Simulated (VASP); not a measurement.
Crystal: Tc.

```xyz
2
Lattice="2.7400 0.0000 0.0000 -1.3700 2.3729 0.0000 0.0000 0.0000 4.3980" Properties=species:S:1:pos:R:3 pbc="T T T"
Tc    1.3700    0.7910    3.2985
Tc    0.0000    1.5819    1.0995
```

* Program: VASP 6.6.1
* Task: relaxation of cell and atoms
* Functional: PBEsol
* Dispersion: D4
* Potentials or basis: VASP PAW PBE potentials, release 64 (Tc_pv)
* Cutoff: 600 eV
* k mesh: 11 × 11 × 6
* Occupations: fermi-dirac, width 0.05 eV
* Spin: no spin polarisation

At the start: pressure -10.7 GPa; volume 14.30 Å³/atom.

Q: How do energy, volume and symmetry change on relaxing?

A: Over 4 steps the energy falls by 16.5 meV/atom and the volume is 13.82 Å³/atom (-3.3 %); space group P6_3/mmc (No. 194, to 0.1 Å) before and after.

The path:
| step | energy change (eV) | largest force (eV/Å) | pressure (GPa) | volume (Å³) |
| --- | --- | --- | --- | --- |
| 1 | 0.0000 | 0.0000 | -10.69 | 28.59 |
| 2 | 0.3324 | 0.0000 | 45.88 | 24.83 |
| 3 | -0.0329 | 0.0000 | -0.54 | 27.68 |
| 4 | -0.0330 | 0.0000 | -0.07 | 27.64 |

Final structure:
```yaml
crystal:
  lattice:
    - [2.70929, 0.00000, 0.00000]
    - [-1.35465, 2.34632, 0.00000]
    - [0.00000, 0.00000, 4.34813]
  atoms:
    - { symbol: Tc, position: [0.66667, 0.33333, 0.75000] }
    - { symbol: Tc, position: [0.33333, 0.66667, 0.25000] }
```

Caveat: the PAW data sets were made with another functional, which shifts forces and pressure a little.
